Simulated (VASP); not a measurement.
Input of a VASP 6.6.1 run:

POSCAR

```
AlP
1.0
    2.6248091993      2.6248091993      0.0000000000
   -2.6248091993      2.6248091993      0.0000000000
    0.0000000000      2.6248091993      2.6248091993
Al P
1 1
Direct
    0.0000000000      0.0000000000      0.0000000000
    0.7500000000      0.2500000000      0.5000000000
```

The input INCAR.step1:

```
SYSTEM = AlP
ALGO = Normal
EDIFF = 1E-5
ENCUT = 550
GGA = PE
GGA_COMPAT = .False.
ISMEAR = 0
LASPH = .True.
LCHARG = .False.
LREAL = .False.
LWAVE = .True.
NBANDS = 11
NELM = 120
PREC = Accurate
SIGMA = 0.01
```

The input INCAR.step2:

```
SYSTEM = AlP
ALGO = Normal
EDIFF = 1E-6
ENCUT = 550
GGA_COMPAT = .False.
ISIF = 2
ISMEAR = 0
ISTART = 1
LASPH = .True.
LCHARG = .False.
LMIXTAU = .True.
LREAL = .False.
LWAVE = .False.
METAGGA = R2SCAN
NBANDS = 11
NELM = 120
PREC = Accurate
SIGMA = 0.01
```

KPOINTS

```
k-points
0
Gamma
  8 8 8
  0 0 0
```

Potentials or basis: VASP PAW PBE potentials, release 64 (Al, P).

Command:

```bash
$ cat potpaw_PBE.64/Al/POTCAR potpaw_PBE.64/P/POTCAR > POTCAR
$ cp INCAR.step1 INCAR
$ mpirun -np 1 vasp_std > vasp.out
$ cp INCAR.step2 INCAR
$ mpirun -np 1 vasp_std > vasp.out
```

Task: What does it give for the band gap on the k mesh?

Result: 1.66 eV, indirect (least direct gap 4.10 eV).

Task: Predict the pressure.

Result: 14.6 GPa.

Caveat: the PAW data sets were made with another functional, which shifts forces and pressure a little. A k mesh can miss the band edges.
